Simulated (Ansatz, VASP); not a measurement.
## Lu: VASP beside Ansatz

The input INCAR:

```
SYSTEM = Lu
PREC = Accurate ; ENCUT = 520
EDIFF = 1E-6 ; ISMEAR = -1
SIGMA = 0.1 ; LREAL = .False.
LASPH = .True. ; NELM = 80
ALGO = Normal ; ISIF = 2
LWAVE = .False. ; LCHARG = .False.
GGA = RE ; NBANDS = 44
```

File KPOINTS:

```
regular mesh
0
Gamma
  8 8 10
  0 0 0
```

File POSCAR:

```
Lu
1.0
    5.3515978493      0.0000000000      0.0000000000
   -2.6757989246      4.6346196884      0.0000000000
    0.0000000000      0.0000000000      3.3512880214
Lu
3
Direct
    0.0000000000      0.0000000000      1.0000000000
    0.3333333333      0.6666666667      0.5000000000
    0.6666666667      0.3333333333      0.5000000000
```

Input for Ansatz:

```yaml
crystal:
  lattice:
    - [5.3515978493, 0.0, 0.0]
    - [-2.6757989246, 4.6346196884, 0.0]
    - [0.0, 0.0, 3.3512880214]
  atoms:
    - { symbol: Lu, position: [0.0, 0.0, 1.0] }
    - { symbol: Lu, position: [0.3333333333, 0.6666666667, 0.5] }
    - { symbol: Lu, position: [0.6666666667, 0.3333333333, 0.5] }
hamiltonian:
  xc: revpbe
  pseudopotentials:
    kind: paw
    azcp:
      Lu: "pseudopotentials/Lu.paw.azcp"
basis:
  ecutwfc: 420
  fft_grid_basis: typed
kpoints:
  mp_grid: { grid: [8, 8, 10], shift: [0, 0, 0] }
magnetization:
  spin_polarized: false
scf:
  occupations: { method: fermi_dirac, width: 0.1 }
  lower_state_search: "off"
output:
  stress: true
  write_density: true
  write_potential: true
  elf: true
  volumetric_format: npy
```

Alike in both runs: task single point; functional revPBE; k mesh 8 × 8 × 10; occupations fermi-dirac, width 0.1 eV; no spin polarisation.

|  | VASP | Ansatz |
| --- | --- | --- |
| version | VASP 6.6.1 | Ansatz 0.2.0 |
| potentials or method | VASP PAW PBE potentials, release 64 (Lu), cutoff 520 eV | plane waves (420 eV) with PAW, scalar-relativistic |
| valence electrons in the cell | 75 | 75 |

|  | VASP | Ansatz | Ansatz less VASP |
| --- | --- | --- | --- |
| pressure (GPa) | 4.3 | 3.9 | -0.31 |

VASP's potentials were made for PBE, not for revPBE. With one functional, cell and mesh, what is left measures potentials, basis and numerics.

Spin-orbit coupling is off throughout.
